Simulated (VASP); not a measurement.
ReTc, 4 atoms in the cell. The cell holds a slab with vacuum, 4 atoms: a = 2.749 Å, b = 2.749 Å, c = 18.660 Å, α = 90.00°, β = 90.00°, γ = 120.00°. 

- Program: VASP 6.6.1
- Task: single point
- Functional: LDA
- Potentials or basis: VASP PAW LDA potentials, release 64 (Tc_pv, Re)
- Cutoff: 520 eV
- k mesh: 7 × 7 × 1
- Occupations: fermi-dirac, width 0.1 eV
- Spin: no spin polarisation
- Dipole correction: yes
- Electric field (eV/Å): -0.1 eV/Å
- Further INCAR settings: ALGO = Normal; EDIFF = 1e-06; NBANDS = 28; NELMDL = -8; EFIELD = -0.1

Potentials or basis: VASP PAW LDA potentials, release 64 (Tc_pv, Re).

Command:

```console
$ cat potpaw_LDA.64/Tc_pv/POTCAR potpaw_LDA.64/Re/POTCAR > POTCAR
$ mpirun -np 1 vasp_std > vasp.out
```

Hardware: 1 thread of AMD EPYC 7R43 64-Core Processor (Zen 3), with other jobs on the host.

**Question.** Estimate the wall time of this run.

**Answer.** Run time: 120 s on 1 thread of AMD EPYC 7R43 64-Core Processor (Zen 3) (shared host), peak memory 0.15 GiB. Counts: scf iterations 38, k points 8.
